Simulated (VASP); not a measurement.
Write the native input for VASP 6.6.1 that does the following.

```
Task                   : single point
Functional             : LDA
Potentials or basis    : VASP PAW LDA potentials, release 64 (C_h)
Cutoff                 : 1300 eV
k mesh                 : 12 × 12 × 4
Occupations            : gaussian, width 0.05 eV
Spin                   : no spin polarisation
Dipole correction      : no
Further INCAR settings : ALGO = Normal; EDIFF = 1e-06; NBANDS = 26
```

The structure of C lies in POSCAR:

```
C
1.0
    2.4896249417      0.0000000000      0.0000000000
   -1.2448124708      2.1560784454      0.0000000000
    0.0000000000      0.0000000000      8.2142660865
C
8
Direct
   -0.0457900297      0.0000000000      0.0929365318
    0.0457900297      0.0000000000      0.5929365318
    0.0457900297      0.0000000000      0.4070634682
   -0.0457900297      0.0000000000      0.9070634682
    0.2953948548      0.6666666667      0.1555443640
    0.7046051452      0.3333333333      0.6555443640
    0.3712718118      0.6666666667      0.3444556360
    0.6287281882      0.3333333333      0.8444556360
```

This cell differs from its parent crystal: atoms displaced along a vibrational mode.

One way to write it, as run:

INCAR

```
ALGO = Normal ; EDIFF = 1E-6
ENCUT = 1300 ; GGA = CA
GGA_COMPAT = False ; ISIF = 2
ISMEAR = 0 ; LASPH = True
LCHARG = False ; LREAL = False
LWAVE = False ; NBANDS = 26
NELM = 120 ; PREC = Accurate
SIGMA = 0.05
```

KPOINTS

```
k-points
0
Gamma
  12 12 4
```

Potentials or basis: VASP PAW LDA potentials, release 64 (C_h).

The run is started by

```sh
$ cat potpaw_LDA.64/C_h/POTCAR > POTCAR
$ mpirun -np 1 vasp_std > vasp.out
```

Results of the run:

```yaml
Pressure: 1.1 GPa
Largest_force: 0.788 eV/Å
Band_gap_on_the_k_mesh: 4.60 eV (least direct gap 5.36 eV)
```

Caveat: the cell differs from its parent crystal (atoms displaced along a vibrational mode).

Run time: 4.2 min on 1 thread of Intel(R) Xeon(R) Platinum 8559C (Emerald Rapids), on a shared host, peak memory 0.49 GiB.
